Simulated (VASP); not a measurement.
Input of a VASP 6.6.1 run:

The input INCAR:

```
PREC = Accurate ; ENCUT = 520
EDIFF = 1E-7 ; ISMEAR = 0
SIGMA = 0.1 ; LREAL = F
LASPH = T ; NELM = 150
ALGO = Fast ; ISIF = 2
LWAVE = F ; LCHARG = F
ISPIN = 2 ; MAGMOM = 5 0
LORBIT = 11 ; LMAXMIX = 4
GGA = PE ; NBANDS = 24
```

File KPOINTS:

```
Automatic mesh
0
Gamma
  12 12 12
```

POSCAR

```
MnHg
1.0
    3.2880000000      0.0000000000      0.0000000000
    0.0000000000      3.2880000000      0.0000000000
    0.0000000000      0.0000000000      3.3130000000
Mn Hg
1 1
Direct
    0.5000000000      0.5000000000      0.5000000000
    0.0000000000      0.0000000000      0.0000000000
```

Potentials or basis: VASP PAW PBE potentials, release 64 (Mn_pv, Hg).

Launch:

```sh
$ cat potpaw_PBE.64/Mn_pv/POTCAR potpaw_PBE.64/Hg/POTCAR > POTCAR
$ mpirun -np 1 vasp_std > vasp.out
```

(1) Predict the net moment.

(2) Predict the pressure.

(3) What does it give for the site moments?

Results:

(1) 3.89 μB per cell.

(2) 2.5 GPa.

(3) Mn +3.81; Hg -0.06 μB.
